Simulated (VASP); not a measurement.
BaTiO3: single point with PBE+U

Crystal: BaTiO3.

```
CELL_PARAMETERS angstrom
4.00600 0.00000 0.00000
0.00000 4.00600 0.00000
0.00000 0.00000 4.00600
ATOMIC_POSITIONS crystal
Ba 0.50000 0.50000 0.50000
Ti 0.00000 0.00000 0.00000
O 0.50000 0.00000 0.00000
O 0.00000 0.50000 0.00000
O 0.00000 0.00000 0.50000
```

```json
{"Program": "VASP 6.6.1", "Task": "single point", "Functional": "PBE", "Potentials or basis": "VASP PAW PBE potentials, release 64 (Ba_sv, Ti_sv, O)", "Cutoff": "520 eV", "k mesh": "4 × 4 × 4", "Occupations": "gaussian, width 0.01 eV", "Spin": "no spin polarisation", "Hubbard terms": "Ti d U = 2.0 eV", "Dipole correction": "no", "Further INCAR settings": "ALGO = Normal; EDIFF = 1e-06; NBANDS = 28"}
```

```json
{"Pressure": "5.0 GPa", "Band gap on the k mesh": "1.95 eV, indirect (least direct gap 2.12 eV)"}
```

Levels at points of the mesh, in eV from the valence-band top:
```csv
k point,band 18,band 19,band 20,band 21,band 22,band 23
"(0.00, 0.00, 0.00)",-0.17,-0.17,-0.17,1.95,1.95,1.95
"(0.50, 0.00, 0.00)",-1.79,-0.75,-0.75,2.11,3.66,3.66
"(0.50, 0.50, 0.00)",-0.88,-0.88,-0.09,3.67,3.67,4.09
"(0.50, 0.50, 0.50)",0.00,0.00,0.00,4.33,4.33,4.33
```

Eigenvalues of the final occupation matrices:
| site | spin | trace | eigenvalues |
| --- | --- | --- | --- |
| site 2 d | 1 | 0.82 | 0.11 0.11 0.11 0.24 0.24 |
| site 2 d | 2 | 0.82 | 0.11 0.11 0.11 0.24 0.24 |

It took 20 s on 1 thread of Intel(R) Xeon(R) Platinum 8488C (Sapphire Rapids), with other jobs on the host, peak memory 0.17 GiB.

Caveat: spin-orbit coupling is left out, which moves the levels of the heavy elements. A k mesh can miss the band edges.
